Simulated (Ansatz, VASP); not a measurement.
One calculation of BN, two programs

The input POSCAR:

```
BN
1.0
    1.2675858000      0.7318410028      3.4173202092
   -1.2675858000      0.7318410028      3.4173202092
    0.0000000000     -1.4636820056      3.4173202092
N B
1 1
Direct
    0.6672382000      0.6672382000      0.6672382000
    0.0003288000      0.0003288000      0.0003288000
```

INCAR.step1

```
  PREC = Accurate
  ENCUT = 520
  EDIFF = 1E-5
  ISMEAR = -1
  SIGMA = 0.05
  LREAL = F
  LASPH = T
  NELM = 80
  ALGO = Normal
  ISIF = 2
  LWAVE = T
  NBANDS = 11
  GGA = PE
```

The input INCAR.step2:

```
  PREC = Accurate
  ENCUT = 520
  EDIFF = 1E-6
  ISMEAR = -1
  SIGMA = 0.05
  LREAL = F
  LASPH = T
  NELM = 80
  ALGO = Normal
  ISIF = 2
  LWAVE = F
  LCHARG = T
  METAGGA = R2SCAN
  LHFCALC = T
  AEXX = 0.5
  LMIXTAU = T
  PRECFOCK = Normal
  IVDW = 13
  VDW_S6 = 1.0
  VDW_S8 = 1.0471
  VDW_A1 = 0.4574
  VDW_A2 = 5.8969
  LELF = T
  LVHAR = T
  NBANDS = 11
  ISTART = 1
```

KPOINTS

```
regular mesh
0
Gamma
  6 6 6
```

File input.yaml:

```yaml
crystal:
  lattice:
    - [1.2675858, 0.7318410028, 3.4173202092]
    - [-1.2675858, 0.7318410028, 3.4173202092]
    - [0.0, -1.4636820056, 3.4173202092]
  atoms:
    - { symbol: "N", position: [0.6672382, 0.6672382, 0.6672382] }
    - { symbol: B, position: [0.0003288, 0.0003288, 0.0003288] }
hamiltonian:
  xc: r2scan50
  pseudopotentials: { kind: paw }
  dispersion: d4
kpoints:
  mp_grid: { grid: [6, 6, 6] }
scf:
  occupations: { method: fermi_dirac, width: 0.05 }
output:
  forces: true
  stress: true
  eigenvalues: true
  write_density: true
  write_potential: true
  elf: true
  volumetric_format: npy
```

Change from the starting cell: volume scaled by 1.04.

Alike in both runs: task single point; functional r2SCAN50; dispersion D4; k mesh 6 × 6 × 6; occupations fermi-dirac, width 0.05 eV; no spin polarisation.

|  | VASP | Ansatz |
| --- | --- | --- |
| version | VASP 6.6.1 | Ansatz 0.2.0 |
| potentials or method | VASP PAW PBE potentials, release 64 (N, B) | Ansatz PAW |
| plane-wave cutoff (eV) | 520 | 500 |
| valence electrons in the cell | 8 | 8 |

```tsv
	VASP	Ansatz	Ansatz less VASP
gap on the k mesh at the Fermi level (eV)	8.52	8.48	-0.047
least direct gap on the mesh (eV)	9.23	9.18	-0.052
pressure (GPa)	-16.5	-16.9	-0.35
traceless stress, the component that is largest in VASP (GPa)	14.99	15.72	+0.724
rms of the force components (eV/Å)	0.008	0.008	-0.0001
```

VASP's potentials were made for PBE, not for r2SCAN50. Atom by atom the forces differ by 0.000 eV/Å (rms over components).

The k mesh is coarse, so the values compare programs but aren't converged.
